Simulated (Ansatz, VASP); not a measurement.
# Two plane-wave programs on C

```xyz
4
Lattice="2.4645 0.0000 0.0000 -1.2322 2.1343 0.0000 0.0000 0.0000 7.4882" Properties=species:S:1:pos:R:3 pbc="T T T"
C     0.0000    0.0000    1.8720
C     0.0000    0.0000    5.6161
C     0.0000    1.4229    1.8720
C     1.2322    0.7114    5.6161
```

Alike in both runs: task single point; functional PBE; k mesh 15 × 15 × 5; occupations fermi-dirac, width 0.1 eV; collinear spin.

|  | VASP | Ansatz |
| --- | --- | --- |
| version | VASP 6.6.1 | Ansatz 0.2.0 |
| potentials or method | VASP PAW PBE potentials, release 64 (C) | norm-conserving pseudopotentials, scalar-relativistic |
| plane-wave cutoff (eV) | 520 | 780 |
| valence electrons in the cell | 16 | 16 |

Ansatz gave:

```
gap on the k mesh at the Fermi level (eV)                     : none
pressure (GPa)                                                : 0.5
traceless stress, the component that is largest in VASP (GPa) : 0.33
net moment per atom (μB)                                      : 0.00
```

**Question.** What did VASP give for the same quantities?

**Answer.** gap on the k mesh at the Fermi level (eV): none; pressure (GPa): 1.2; traceless stress, the component that is largest in VASP (GPa): -0.48; net moment per atom (μB): 0.00.

A gap of «none» marks a metal or a gap that the smearing closes. The functional is the same, so the differences come from potentials, cutoffs and numerics. Ansatz's warnings: radial quadrature taken, seeded moment not kept.
